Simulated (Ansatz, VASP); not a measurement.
Si2Mo in VASP and in Ansatz

Contents of INCAR:

```
SYSTEM = Si2Mo
ALGO = Normal ; EDIFF = 1E-6
EDIFFG = -0.01 ; ENCUT = 600
GGA = PE ; IBRION = 2
ISIF = 3 ; ISMEAR = -1
LASPH = .TRUE. ; LCHARG = .FALSE.
LREAL = .FALSE. ; LWAVE = .FALSE.
NELM = 100 ; NSW = 80
PREC = Accurate ; SIGMA = 0.1
```

KPOINTS

```
k-points
0
G
  10 10 10
  0 0 0
```

The input POSCAR:

```
Si2Mo
1.0
   -1.6000000000      1.6000000000      3.9305000000
    1.6000000000     -1.6000000000      3.9305000000
    1.6000000000      1.6000000000     -3.9305000000
Si Mo
2 1
Direct
    0.3330000000      0.3330000000      0.0000000000
    0.6670000000      0.6670000000      0.0000000000
    0.0000000000      0.0000000000      0.0000000000
```

Input for Ansatz:

```yaml
crystal:
  lattice:
    - [-1.6, 1.6, 3.9305]
    - [1.6, -1.6, 3.9305]
    - [1.6, 1.6, -3.9305]
  atoms:
    - { symbol: Si, position: [0.333, 0.333, 0.0] }
    - { symbol: Si, position: [0.667, 0.667, 0.0] }
    - { symbol: Mo, position: [0.0, 0.0, 0.0] }
  symmetry: { tolerance: 0.0003 }
hamiltonian:
  xc: pbe
  pseudopotentials: { kind: paw, azcp: { folder: soft_1 } }
basis:
  ecutwfc: 420
magnetization:
  spin_polarized: false
scf:
  occupations: { method: fermi_dirac, width: 0.1 }
kpoints:
  mp_grid: { grid: [10, 10, 10], shift: [0, 0, 0] }
output:
  forces: true
  stress: true
  eigenvalues: true
relax:
  max_steps: 60
  cell: {}
```

Alike in both runs: task relaxation of cell and atoms; functional PBE; k mesh 10 × 10 × 10; occupations fermi-dirac, width 0.1 eV; no spin polarisation.

|  | VASP | Ansatz |
| --- | --- | --- |
| version | VASP 6.6.1 | Ansatz 0.2.0 |
| potentials or method | VASP PAW PBE potentials, release 64 (Si, Mo_sv), cutoff 600 eV | PAW plane waves |
| valence electrons in the cell | 22 | 22 |

```tsv
	VASP	Ansatz	Ansatz less VASP
gap on the k mesh at the Fermi level, each at its own relaxed structure (eV)	none	none	-
relaxed volume (Å³/atom)	13.59	13.58	-0.006
relaxed cell length with the largest relative difference (Å)	4.548	4.547	-0.0012
```

A gap of «none» marks a metal or a gap that the smearing closes.
